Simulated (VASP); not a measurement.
# Li (Fm-3m) in VASP: single point with PBEsol+D4

Aim: the single point of Li with PBEsol+D4.

All numbers are computed with VASP 6.6.1; they aren't measurements. Logs are shortened: lines on timing, memory, paths and dates and some standing lists are left out, and cuts for length are marked.

### Step 1. The cell of the first run

Symmetry: Fm-3m, No. 225, cubic system. The conventional cell has a = 6.404 Å, b = 6.404 Å, c = 6.404 Å, α = 90.00°, β = 90.00°, γ = 90.00°. Li (site symmetry -43m) has 10 Li at 2.77 to 3.20 Å within 3.7 Å. Li (site symmetry m-3m) has 8 Li at 2.77 Å within 3.7 Å.

This isn't the form of Li at room conditions, which is bcc.

### Step 2. Single point, PBEsol+D4

File INCAR:

```
  ALGO = Normal
  EDIFF = 1E-6
  ENCUT = 520
  GGA = PS
  ISIF = 2
  ISMEAR = -1
  IVDW = 13
  LASPH = T
  LCHARG = T
  LELF = T
  LREAL = F
  LVHAR = T
  LWAVE = F
  NBANDS = 12
  NELM = 80
  PREC = Accurate
  SIGMA = 0.1
```

File KPOINTS:

```
k-points
0
Gamma
  6 6 6
```

File POSCAR:

```
Li
1.0
    0.0000000000      3.2019500000      3.2019500000
    3.2019500000      0.0000000000      3.2019500000
    3.2019500000      3.2019500000      0.0000000000
Li
3
Direct
    0.2500000000      0.2500000000      0.2500000000
    0.7500000000      0.7500000000      0.7500000000
    0.5000000000      0.5000000000      0.5000000000
```

Potentials or basis: VASP PAW PBE potentials, release 64 (Li_sv).

Command:

```bash
$ cat potpaw_PBE.64/Li_sv/POTCAR > POTCAR
$ mpirun -np 1 vasp_std > vasp.out
```

OUTCAR:

```text
EDIFF = 1E-6
   ENCUT = 520
   GGA = PS
   ISIF = 2
   ISMEAR = -1
   IVDW = 13
   LASPH = T
   LREAL = F
   NELM = 80
   PREC = Accurate

 ion  position               nearest neighbor table
   1  0.250  0.250  0.250-
   2  0.750  0.750  0.750-
   3  0.500  0.500  0.500-

  LATTYP: Found a face centered cubic cell.
 ALAT       =     6.4039000000

  Lattice vectors:

 A1 = (   0.0000000000,   3.2019500000,   3.2019500000)
 A2 = (   3.2019500000,   0.0000000000,   3.2019500000)
 A3 = (   3.2019500000,   3.2019500000,   0.0000000000)

Analysis of symmetry for initial positions (statically):
=====================================================================
 Subroutine PRICEL returns:
 Original cell was already a primitive cell.

 Routine SETGRP: Setting up the symmetry group for a
 face centered cubic supercell.

 Subroutine GETGRP returns: Found 48 space group operations
 (whereof 48 operations were pure point group operations)
 out of a pool of 48 trial point group operations.

The static configuration has the point symmetry O_h .

Analysis of symmetry for dynamics (positions and initial velocities):
=====================================================================
 Subroutine PRICEL returns:
 Original cell was already a primitive cell.

 Routine SETGRP: Setting up the symmetry group for a
 face centered cubic supercell.

 Subroutine GETGRP returns: Found 48 space group operations
 (whereof 48 operations were pure point group operations)
 out of a pool of 48 trial point group operations.

The dynamic configuration has the point symmetry O_h .

 Subroutine INISYM returns: Found 48 space group operations
 (whereof 48 operations are pure point group operations),
 and found     1 'primitive' translations

----------------------------------------------------------------------------------------

                                     Primitive cell

  volume of cell :      65.6559

  direct lattice vectors                    reciprocal lattice vectors
     0.000000000  3.201950000  3.201950000    -0.156154843  0.156154843  0.156154843
     3.201950000  0.000000000  3.201950000     0.156154843 -0.156154843  0.156154843
     3.201950000  3.201950000  0.000000000     0.156154843  0.156154843 -0.156154843

  length of vectors
     4.528241116  4.528241116  4.528241116     0.270468122  0.270468122  0.270468122

  position of ions in fractional coordinates (direct lattice)
     0.250000000  0.250000000  0.250000000
     0.750000000  0.750000000  0.750000000
     0.500000000  0.500000000  0.500000000

  ion indices of the primitive-cell ions
   primitive index   ion index
                 1           1
                 2           2
                 3           3

----------------------------------------------------------------------------------------

 KPOINTS: k-points

Automatic generation of k-mesh.
 Grid dimensions read from file:
 generate k-points for:    6    6    6

 Generating k-lattice:

  Cartesian coordinates                     Fractional coordinates (reciprocal lattice)
    -0.026025807  0.026025807  0.026025807     0.166666667  0.000000000  0.000000000
     0.026025807 -0.026025807  0.026025807     0.000000000  0.166666667  0.000000000
     0.026025807  0.026025807 -0.026025807     0.000000000  0.000000000  0.166666667

  Length of vectors
     0.045078020  0.045078020  0.045078020

  Shift w.r.t. Gamma in fractional coordinates (k-lattice)
     0.000000000  0.000000000  0.000000000

 Subroutine IBZKPT returns following result:
 ===========================================

 Found     16 irreducible k-points:

 Following reciprocal coordinates:
            Coordinates               Weight
  0.000000  0.000000  0.000000      1.000000
  0.166667  0.000000  0.000000      8.000000
  0.333333  0.000000  0.000000      8.000000
  0.500000  0.000000  0.000000      4.000000
  0.166667  0.166667  0.000000      6.000000
  0.333333  0.166667  0.000000     24.000000
[... 8 lines left out ...]
 -0.333333  0.333333  0.166667     24.000000
 -0.333333  0.500000  0.166667     12.000000
   k-points           NKPTS =     16   k-points in BZ     NKDIM =     16   number of bands    NBANDS=     12
   number of dos      NEDOS =    301   number of ions     NIONS =      3
   total plane-waves  NPLWV =  46656
   dimension x,y,z NGX =    36 NGY =   36 NGZ =   36
   dimension x,y,z NGXF=    72 NGYF=   72 NGZF=   72
   ions per type =               3
   NGX,Y,Z   is equivalent  to a cutoff of  13.22, 13.22, 13.22 a.u.
   NGXF,Y,Z  is equivalent  to a cutoff of  26.43, 26.43, 26.43 a.u.
 SYSTEM =  unknown system
   PREC   = accura    normal or accurate (medium, high low for compatibility)
   ISTART =      0    job   : 0-new  1-cont  2-samecut
   ICHARG =      2    charge: 1-file 2-atom 10-const
   ISPIN  =      1    spin polarized calculation?
   LNONCOLLINEAR =      F non collinear calculations
   LSORBIT =      F    spin-orbit coupling
   LASPH  =      T    aspherical Exc in radial PAW
   ENCUT  =  520.0 eV  38.22 Ry    6.18 a.u.   8.42  8.42  8.42*2*pi/ulx,y,z
   NELM   =     80;   NELMIN=  2; NELMDL= -5     # of ELM steps
   EDIFF  = 0.1E-05   stopping-criterion for ELM
   LREAL  =      F    real-space projection
   EDIFFG = 0.1E-04   stopping-criterion for IOM
   NSW    =      0    number of steps for IOM
   IBRION =     -1    ionic relax: 0-MD 1-quasi-New 2-CG
   NFREE  =      0    steps in history (QN), initial steepest desc. (CG)
   ISIF   =      2    stress and relaxation
   ISYM   =      2    0-nonsym 1-usesym 2-fastsym
   POTIM  = 0.5000    time-step for ionic-motion
   TEBEG  =    0.0;   TEEND  =   0.0 temperature during run
   PSTRESS=    0.0 pullay stress
   NELECT =       9.0000    total number of electrons
   NUPDOWN=      -1.0000    fix difference up-down
   EMIN   =  10.00;   EMAX   =-10.00  energy-range for DOS
   EFERMI =   0.00;   METHOD = LEGACY
   ISMEAR =    -1;   SIGMA  =   0.10  broadening in eV -4-tet -1-fermi 0-gaus
   EFERMI_NEDOS =   21; number of points for ismear=-14 and -15
   IALGO  =     38    algorithm
   IMIX   =      4    mixing-type and parameters
     AMIX     =   0.40;   BMIX     =  1.00
     AMIX_MAG =   1.60;   BMIX_MAG =  1.00
  volume/ion in A,a.u.               =      21.89       147.69
  Fermi-wavevector in a.u.,A,eV,Ry     =   0.844108  1.595132  9.694390  0.712518
  Thomas-Fermi vector in A             =   1.959083
   LORBIT       =      0    0 simple, 1 ext, 2 COOP (PROOUT), +10 PAW based schemes
   GGA     = PS    functional components
   LHFCALC =     F    Hartree Fock is set to
   AEXX    =    0.0000 exact exchange contribution
   IVDW    =    13    specifies the selected vdW correction
   LEPSILON=     F    determine dielectric tensor
   LRPA    =     F    only Hartree local field effects (RPA)
 non-spin polarized calculation
  energy-cutoff  :      520.00
  volume of cell :       65.66
 maximum number of plane-waves:      1807
 NGX is ok and might be reduce to    36
   NGX = 17   NGY = 17   NGZ = 17

 number of electron       8.9999980 magnetization

 Free energy of the ion-electron system (eV)
  ---------------------------------------------------
  ext. energy  EPLUGINS =         0.00000000
  ---------------------------------------------------
  free energy    TOTEN  =        -5.18382215 eV

  energy without entropy =       -5.14736736  energy(sigma->0) =       -5.16559475

 E-fermi :   0.4931     XC(G=0):  -6.8135

 val. band max:        0.2837746783   @ k =  -0.3333   0.5000   0.1667
 cond. band min:       0.5482777750   @ k =  -0.3333   0.3333   0.0000
 fundamental gap:      0.2645030966
 Fermi energy:         0.4931345236

 k-point     1 :       0.0000    0.0000    0.0000
  band No.  band energies     occupation
      1     -45.8503      2.00000
      2     -45.7827      2.00000
      3     -45.7821      2.00000
      4      -3.0180      2.00000
      5       4.6112      0.00000
      6       4.6113      0.00000
      7       4.6113      0.00000
      8       5.0652      0.00000
      9       5.0653      0.00000
     10       5.0653      0.00000
     11       8.6167      0.00000
     12       8.6167      0.00000

 k-point     2 :       0.1667    0.0000    0.0000
  band No.  band energies     occupation
      1     -45.8482      2.00000
      2     -45.7834      2.00000
      3     -45.7831      2.00000
      4      -2.7888      2.00000
      5       2.6378      0.00000
      6       3.9522      0.00000
      7       3.9522      0.00000
      8       5.7807      0.00000
      9       5.7807      0.00000
     10       6.7328      0.00000
     11       7.7446      0.00000
     12       7.7447      0.00000

 k-point     3 :       0.3333    0.0000    0.0000
  band No.  band energies     occupation
      1     -45.8439      2.00000
      2     -45.7864      2.00000
      3     -45.7844      2.00000
      4      -2.1027      2.00000
      5       0.6570      0.32542
      6       3.5482      0.00000
      7       3.5483      0.00000
      8       5.2763      0.00000
      9       5.2764      0.00000
     10       7.7984      0.00000
     11       7.9542      0.00000
     12       8.9856      0.00000
[... 166 lines left out ...]
 k-point    15 :      -0.3333    0.3333    0.1667
  band No.  band energies     occupation
      1     -45.8392      2.00000
      2     -45.7880      2.00000
      3     -45.7872      2.00000
      4      -0.4513      1.99984
      5      -0.2598      1.99893
      6       1.4060      0.00022
      7       1.4631      0.00012
      8       5.9538      0.00000
      9       6.6262      0.00000
     10       7.9988      0.00000
     11       9.0045      0.00000
     12       9.9298      0.00000

 k-point    16 :      -0.3333    0.5000    0.1667
  band No.  band energies     occupation
      1     -45.8384      2.00000
      2     -45.7889      2.00000
      3     -45.7871      2.00000
      4      -0.1428      1.99655
      5       0.2838      1.78056
      6       0.7159      0.19452
      7       0.9346      0.02392
      8       5.9411      0.00000
      9       5.9804      0.00000
     10       8.3619      0.00000
     11       9.3751      0.00000
     12      10.8133      0.00000

------------------------ aborting loop because EDIFF is reached ----------------------------------------

  DFT-D4 for vdW energy calculation

  Edisp (eV):   -0.03121

  FORCE on cell =-STRESS in cart. coord.  units (eV):
  Direction    XX          YY          ZZ          XY          YZ          ZX
  --------------------------------------------------------------------------------------
  -------------------------------------------------------------------------------------
  Total       0.44614     0.44614     0.44614     0.00000     0.00000     0.00000
  in kB      10.88696    10.88696    10.88696     0.00000     0.00000     0.00000
  external pressure =       10.89 kB  Pullay stress =        0.00 kB

 VOLUME and BASIS-vectors are now :
 -----------------------------------------------------------------------------
  energy-cutoff  :      520.00
  volume of cell :       65.66
      direct lattice vectors                 reciprocal lattice vectors
     0.000000000  3.201950000  3.201950000    -0.156154843  0.156154843  0.156154843
     3.201950000  0.000000000  3.201950000     0.156154843 -0.156154843  0.156154843
     3.201950000  3.201950000  0.000000000     0.156154843  0.156154843 -0.156154843

 POSITION                                       TOTAL-FORCE (eV/Angst)
 -----------------------------------------------------------------------------------
      1.60098      1.60098      1.60098         0.000000      0.000000      0.000000
      4.80293      4.80293      4.80293        -0.000000     -0.000000     -0.000000
      3.20195      3.20195      3.20195         0.000000      0.000000     -0.000000
 -----------------------------------------------------------------------------------
    total drift:                                0.000000      0.000000      0.000000

  FREE ENERGIE OF THE ION-ELECTRON SYSTEM (eV)
  ---------------------------------------------------
  free  energy   TOTEN  =        -5.2150274667 eV

  energy  without entropy=       -5.1785726807  energy(sigma->0) =       -5.19680007
```

It took 22 s on 1 thread of Intel Xeon 8259CL, shared host; peak memory 0.19 GiB.

What came out:

| Quantity | Value |
| --- | --- |
| Free energy | -5.2150 eV |
| Band gap on the k mesh | zero (an odd number of electrons rules out a gap without spin polarisation) |
| Dispersion energy per atom | -0.010 eV |

Caveat: the cutoff is under 1.25 times the usual one of these potentials, so pressure, stress and relaxed cells hold a basis-set (Pulay) error; the PAW data sets were made with another functional, which shifts forces and pressure a little.
